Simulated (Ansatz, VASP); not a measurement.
Te2Mo: VASP beside Ansatz

```
Te Mo
1.0
     3.50388    0.00000    0.00000
    -1.75194    3.03445    0.00000
     0.00000    0.00000   24.76772
Te Mo
4 2
Direct
  0.33333 0.66667 0.18169
  0.33333 0.66667 0.32841
  0.33333 0.66667 0.45478
  0.33333 0.66667 0.60150
  0.66667 0.33333 0.25505
  0.66667 0.33333 0.52814
```

Alike in both runs: task single point; functional PBE; dispersion D3(BJ); k mesh 9 × 9 × 1; occupations gaussian, width 0.05 eV; no spin polarisation.

```csv
,VASP,Ansatz
version,VASP 6.6.1,Ansatz 0.2.0
potentials or method,"VASP PAW PBE potentials, release 64 (Te, Mo_sv), cutoff 520 eV","scalar-relativistic, plane waves, PAW"
valence electrons in the cell,52,92
```

```csv
,VASP,Ansatz,Ansatz less VASP
gap on the k mesh at the Fermi level (eV),0.49,0.50,+0.005
least direct gap on the mesh (eV),1.07,1.08,+0.006
rms of the force components (eV/Å),0.442,0.447,+0.0056
```

VASP's potentials hold 52 valence electrons a cell and Ansatz's 92, so a difference there can come from the potentials and not from the codes.

Neither program's run includes spin-orbit coupling.
